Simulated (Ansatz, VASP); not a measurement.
Cu: VASP beside Ansatz

INCAR

```
PREC = Accurate
ENCUT = 520
EDIFF = 1E-6
ISMEAR = 0
SIGMA = 0.011
LREAL = F
LASPH = T
NELM = 100
ALGO = Normal
ISIF = 2
LWAVE = F
LCHARG = F
GGA = PE
NBANDS = 18
```

Contents of KPOINTS:

```
regular mesh
0
Gamma
  11 11 11
```

Contents of POSCAR:

```
Cu
1.0
    1.2184636900     -3.9763780104      0.0000000000
    1.2184636900      3.9763780104      0.0000000000
    0.0000000000      0.0000000000      2.4754955235
Cu
2
Direct
    0.8661333500      0.1338666500      0.7500000000
    0.1338666500      0.8661333500      0.2500000000
```

File input.yaml:

```yaml
crystal:
  lattice:
    - [1.21846369, -3.9763780104, 0.0]
    - [1.21846369, 3.9763780104, 0.0]
    - [0.0, 0.0, 2.4754955235]
  atoms:
    - { symbol: Cu, position: [0.86613335, 0.13386665, 0.75] }
    - { symbol: Cu, position: [0.13386665, 0.86613335, 0.25] }
hamiltonian:
  xc: pbe
  pseudopotentials: { kind: paw }
kpoints:
  mp_grid: { grid: [11, 11, 11] }
scf:
  occupations: { method: gaussian, width: 0.011 }
output:
  forces: true
  stress: true
  eigenvalues: true
  write_density: true
  write_potential: true
  elf: true
  volumetric_format: npy
```

Alike in both runs: task single point; functional PBE; k mesh 11 × 11 × 11; occupations gaussian, width 0.011 eV; no spin polarisation.

|  | VASP | Ansatz |
| --- | --- | --- |
| version | VASP 6.6.1 | Ansatz 0.2.0 |
| potentials or method | VASP PAW PBE potentials, release 64 (Cu) | Ansatz PAW |
| plane-wave cutoff (eV) | 520 | 420 |
| valence electrons in the cell | 22 | 38 |

|  | VASP | Ansatz | Ansatz less VASP |
| --- | --- | --- | --- |
| gap on the k mesh at the Fermi level (eV) | none | none | - |
| pressure (GPa) | 7.1 | 6.6 | -0.52 |
| traceless stress, the component that is largest in VASP (GPa) | 0.71 | 0.64 | -0.063 |
| rms of the force components (eV/Å) | 0.028 | 0.027 | -0.0019 |

Atom by atom the forces differ by 0.002 eV/Å (rms over components). A gap of «none» marks a metal or a gap that the smearing closes. The functional is the same, so the differences come from potentials, cutoffs and numerics. VASP's potentials hold 22 valence electrons a cell and Ansatz's 38, so a difference there can come from the potentials and not from the codes.
